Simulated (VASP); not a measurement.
Here is a VASP 6.6.1 calculation.

Contents of INCAR:

```
ALGO = Normal
EDIFF = 1E-6
ENCUT = 520
GGA = CA
ISIF = 2
ISMEAR = 0
LASPH = True
LCHARG = True
LELF = True
LREAL = False
LVHAR = True
LWAVE = False
NBANDS = 31
NELM = 60
PREC = Accurate
SIGMA = 0.1
```

File KPOINTS:

```
k-points
0
Gamma
  4 4 6
```

Contents of POSCAR:

```
FeB4
1.0
    4.5786000000      0.0000000000      0.0000000000
    0.0000000000      5.2981000000      0.0000000000
    0.0000000000      0.0000000000      2.9991000000
Fe B
2 8
Direct
    0.0000000000      0.0000000000      0.0000000000
    0.5000000000      0.5000000000      0.5000000000
    0.2487000000      0.3123000000      0.0000000000
    0.7513000000      0.6877000000      0.0000000000
    0.7487000000      0.1877000000      0.5000000000
    0.2513000000      0.8123000000      0.5000000000
    0.3411000000      0.1263000000      0.5000000000
    0.6589000000      0.8737000000      0.5000000000
    0.8411000000      0.3737000000      0.0000000000
    0.1589000000      0.6263000000      0.0000000000
```

Potentials or basis: VASP PAW LDA potentials, release 64 (Fe, B).

Run with:

```bash
$ cat potpaw_LDA.64/Fe/POTCAR potpaw_LDA.64/B/POTCAR > POTCAR
$ mpirun -np 1 vasp_std > vasp.out
```

**Question.** What does it give for the largest force?

**Answer.** 0.059 eV/Å.

**Question.** Predict the pressure.

**Answer.** -15.1 GPa.

**Question.** What does it give for the band gap on the k mesh?

**Answer.** Zero (bands 20 and 21 overlap by 0.87 eV).

Stress tensor (GPa, compression positive):
```
-16.64   0.00   0.00
  0.00 -16.78   0.00
  0.00   0.00 -12.02
```

Caveat: the cell stands under tension; the run has no spin polarisation, though such a crystal can be magnetic. Spin polarisation is off, so any magnetic state and its effect on volume and gap are missing.
